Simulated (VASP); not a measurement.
# VI3Br (Pm-3m) in VASP: single point with PBE

Aim: the single point of VI3Br with PBE.

Program: VASP 6.6.1. These are calculated values, not measurements. Logs are shortened: lines on timing, memory, paths and dates and some standing lists are left out, and cuts for length are marked.

## Step 1: The cell of the first run

Symmetry: Pm-3m, No. 221, cubic system. Conventional cell: a = 5.422 Å, b = 5.422 Å, c = 5.422 Å, α = 90.00°, β = 90.00°, γ = 90.00°. Within 3.6 Å of V (site symmetry m-3m) lie 6 I at 2.71 Å. I (site symmetry 4/mmm) has 2 V at 2.71 Å within 3.6 Å. Br (site symmetry m-3m) has 12 I at 3.83 Å and 8 V at 4.70 Å within 5.0 Å.

The cell was built from a structure type or drawn by symmetry, and may not be a known phase.

## Step 2: Single point, PBE, collinear spin, ferromagnetic start

File INCAR:

```
PREC = Accurate
ENCUT = 520
EDIFF = 1E-6
ISMEAR = 0
SIGMA = 0.1
LREAL = F
LASPH = T
NELM = 150
ALGO = Normal
ISIF = 2
LWAVE = F
LCHARG = T
ISPIN = 2
MAGMOM = 2 0 0 0 0
LORBIT = 11
LMAXMIX = 4
GGA = PE
LELF = T
LVHAR = T
NBANDS = 32
```

File KPOINTS:

```
regular mesh
0
Gamma
  4 4 4
```

File POSCAR:

```
VI3Br
1.0
    5.4222189000      0.0000000000      0.0000000000
    0.0000000000      5.4222189000      0.0000000000
    0.0000000000      0.0000000000      5.4222189000
V I Br
1 3 1
Direct
    0.5000000000      0.5000000000      0.5000000000
    0.0000000000      0.5000000000      0.5000000000
    0.5000000000      0.0000000000      0.5000000000
    0.5000000000      0.5000000000      0.0000000000
    0.0000000000      0.0000000000      0.0000000000
```

Potentials or basis: VASP PAW PBE potentials, release 64 (V_sv, I, Br).

On the command line:

```console
cat potpaw_PBE.64/V_sv/POTCAR potpaw_PBE.64/I/POTCAR potpaw_PBE.64/Br/POTCAR > POTCAR
mpirun -np 1 vasp_std > vasp.out
```

OUTCAR:

```text
PREC = Accurate
   ENCUT = 520
   EDIFF = 1E-6
   ISMEAR = 0
   LREAL = F
   LASPH = T
   NELM = 150
   ISIF = 2
   ISPIN = 2
   LORBIT = 11
   GGA = PE

 ion  position               nearest neighbor table
   1  0.500  0.500  0.500-   2 2.71   3 2.71   4 2.71   4 2.71   3 2.71   2 2.71
   2  0.000  0.500  0.500-   1 2.71   1 2.71
   3  0.500  0.000  0.500-   1 2.71   1 2.71
   4  0.500  0.500  0.000-   1 2.71   1 2.71
   5  0.000  0.000  0.000-

  LATTYP: Found a simple cubic cell.
 ALAT       =     5.4222189000

  Lattice vectors:

 A1 = (   5.4222189000,   0.0000000000,   0.0000000000)
 A2 = (   0.0000000000,   5.4222189000,   0.0000000000)
 A3 = (   0.0000000000,   0.0000000000,   5.4222189000)

Analysis of symmetry for initial positions (statically):
=====================================================================
 Subroutine PRICEL returns:
 Original cell was already a primitive cell.

 Routine SETGRP: Setting up the symmetry group for a
 simple cubic supercell.

 Subroutine GETGRP returns: Found 48 space group operations
 (whereof 48 operations were pure point group operations)
 out of a pool of 48 trial point group operations.

The static configuration has the point symmetry O_h .

Analysis of symmetry for dynamics (positions and initial velocities):
=====================================================================
 Subroutine PRICEL returns:
 Original cell was already a primitive cell.

 Routine SETGRP: Setting up the symmetry group for a
 simple cubic supercell.

 Subroutine GETGRP returns: Found 48 space group operations
 (whereof 48 operations were pure point group operations)
 out of a pool of 48 trial point group operations.

The dynamic configuration has the point symmetry O_h .

Analysis of structural, dynamic, and magnetic symmetry:
=====================================================================
 Subroutine PRICEL returns:
 Original cell was already a primitive cell.

 Routine SETGRP: Setting up the symmetry group for a
 simple cubic supercell.

 Subroutine GETGRP returns: Found 48 space group operations
 (whereof 48 operations were pure point group operations)
 out of a pool of 48 trial point group operations.

The overall configuration has the point symmetry O_h .

 Subroutine INISYM returns: Found 48 space group operations
 (whereof 48 operations are pure point group operations),
[... 114 lines left out ...]
   AEXX    =    0.0000 exact exchange contribution
   IVDW    =     0    specifies the selected vdW correction
   LEPSILON=     F    determine dielectric tensor
   LRPA    =     F    only Hartree local field effects (RPA)
 spin polarized calculation
 Gauss-broadening in eV      SIGMA  =   0.10
  energy-cutoff  :      520.00
  volume of cell :      159.42
 maximum number of plane-waves:      4337
   NGX = 21   NGY = 21   NGZ = 21

 number of electron      40.9999981 magnetization       0.0055279

 number of electron      40.9999980 magnetization      -0.1256108

 Free energy of the ion-electron system (eV)
  ---------------------------------------------------
  ext. energy  EPLUGINS =         0.00000000
  ---------------------------------------------------
  free energy    TOTEN  =       -15.08463068 eV

  energy without entropy =      -15.04939718  energy(sigma->0) =      -15.06701393

 E-fermi :   3.7382     XC(G=0):  -8.9269

 val. band max:        3.7277984122   @ k =   0.5000   0.2500   0.0000
 cond. band min:       3.7473902079   @ k =   0.0000   0.0000   0.0000
 fundamental gap:      0.0195917957
 Fermi energy:         3.7382156398

 spin component 1

 k-point     1 :       0.0000    0.0000    0.0000
  band No.  band energies     occupation
      1     -61.2226      1.00000
      2     -35.0742      1.00000
      3     -35.0742      1.00000
      4     -35.0742      1.00000
      5      -9.9397      1.00000
      6      -9.0003      1.00000
[... 339 lines left out ...]
     31      11.8917      0.00000
     32      11.8917      0.00000
 Fermi energy:         3.7382156398

 spin component 2

 k-point     1 :       0.0000    0.0000    0.0000
  band No.  band energies     occupation
      1     -61.3279      1.00000
      2     -35.1775      1.00000
      3     -35.1775      1.00000
      4     -35.1775      1.00000
      5      -9.9469      1.00000
      6      -9.0395      1.00000
[... 339 lines left out ...]
     31      11.8700      0.00000
     32      11.8700      0.00000

------------------------ aborting loop because EDIFF is reached ----------------------------------------

  FORCE on cell =-STRESS in cart. coord.  units (eV):
  Direction    XX          YY          ZZ          XY          YZ          ZX
  --------------------------------------------------------------------------------------
  -------------------------------------------------------------------------------------
  Total       -0.4465285     -0.4465285     -0.4465285     -0.0000000      0.0000000     -0.0000000
  in kB       -4.4877500     -4.4877500     -4.4877500     -0.0000000      0.0000000     -0.0000000
  external PRESSURE =      -4.4877500 kB  Pullay stress =       0.0000000 kB

 VOLUME and BASIS-vectors are now :
 -----------------------------------------------------------------------------
  energy-cutoff  :      520.00
  volume of cell :      159.42
      direct lattice vectors                 reciprocal lattice vectors
     5.422218900  0.000000000  0.000000000     0.184426343  0.000000000  0.000000000
     0.000000000  5.422218900  0.000000000     0.000000000  0.184426343  0.000000000
     0.000000000  0.000000000  5.422218900     0.000000000  0.000000000  0.184426343

 POSITION                                       TOTAL-FORCE (eV/Angst)
 -----------------------------------------------------------------------------------
      2.71111      2.71111      2.71111         0.000000      0.000000      0.000000
      0.00000      2.71111      2.71111         0.000000      0.000000      0.000000
      2.71111      0.00000      2.71111         0.000000      0.000000      0.000000
      2.71111      2.71111      0.00000         0.000000      0.000000      0.000000
      0.00000      0.00000      0.00000         0.000000      0.000000      0.000000
 -----------------------------------------------------------------------------------
    total drift:                                0.000000      0.000000     -0.000000

  FREE ENERGIE OF THE ION-ELECTRON SYSTEM (eV)
  ---------------------------------------------------
  free  energy   TOTEN  =       -15.0846306778 eV

  energy  without entropy=      -15.0493971779  energy(sigma->0) =      -15.06701393

 total charge

# of ion       s       p       d       tot
------------------------------------------
    1        2.189   6.126   2.995  11.310
    2        1.514   2.729   0.029   4.271
    3        1.514   2.729   0.029   4.271
    4        1.514   2.729   0.029   4.271
    5        1.620   3.155   0.005   4.780
--------------------------------------------------
tot          8.350  17.468   3.086  28.904

 magnetization (x)

# of ion       s       p       d       tot
------------------------------------------
    1       -0.004  -0.001  -0.097  -0.102
    2       -0.003   0.013  -0.003   0.008
    3       -0.003   0.013  -0.003   0.008
    4       -0.003   0.013  -0.003   0.008
    5       -0.002  -0.046  -0.000  -0.048
--------------------------------------------------
tot         -0.013  -0.009  -0.104  -0.127
```

OSZICAR:

```text
N       E                     dE             d eps       ncg     rms          rms(c)
DAV:   1     0.277504182534E+03    0.27750E+03   -0.19182E+04  1456   0.109E+03
DAV:   2     0.111245891729E+01   -0.27639E+03   -0.26494E+03  1544   0.245E+02
DAV:   3    -0.193039192268E+02   -0.20416E+02   -0.20230E+02  1536   0.644E+01
[... 44 lines left out ...]
DAV:  48    -0.150846011931E+02   -0.19103E-04   -0.65583E-05  1440   0.275E-02    0.440E-02
DAV:  49    -0.150846219690E+02   -0.20776E-04   -0.38173E-05  1344   0.261E-02    0.356E-02
DAV:  50    -0.150846341371E+02   -0.12168E-04   -0.78652E-05  1376   0.280E-02    0.266E-02
DAV:  51    -0.150846322368E+02    0.19002E-05   -0.96401E-06  1384   0.152E-02    0.162E-02
DAV:  52    -0.150846314485E+02    0.78832E-06   -0.14553E-05  1152   0.113E-02    0.856E-03
DAV:  53    -0.150846306778E+02    0.77068E-06   -0.62470E-06   960   0.927E-03
   1 F= -.15084631E+02 E0= -.15067014E+02  d E =-.352335E-01  mag=    -0.1247
```

stdout:

```text
POSCAR found type information on POSCAR V I Br
 POSCAR found :  3 types and       5 ions
 scaLAPACK will be used
 LDA part: xc-table for (Slater+PW92), standard interpolation
 POSCAR, INCAR and KPOINTS ok, starting setup
 FFT: planning ... GRIDC
 FFT: planning ... GRID_SOFT
 FFT: planning ... GRID
 WAVECAR not read
 entering main loop
```

It took 7.4 min on 1 thread of Intel Xeon 8259CL, shared host; peak memory 0.35 GiB.

What came out:

* Free energy: -15.0846 eV
* Pressure: -0.4 GPa
* Net moment: -0.13 μB per cell
* Site moments: V -0.10; I +0.01; Br -0.05 μB
* Valence electrons inside the program's atomic spheres: V 11.31; I 4.27; Br 4.78

Caveat: spin-orbit coupling is left out, which moves the levels of the heavy elements; semilocal functionals often make such compounds metallic where correlation or magnetic order opens a gap, which also shifts bond lengths.
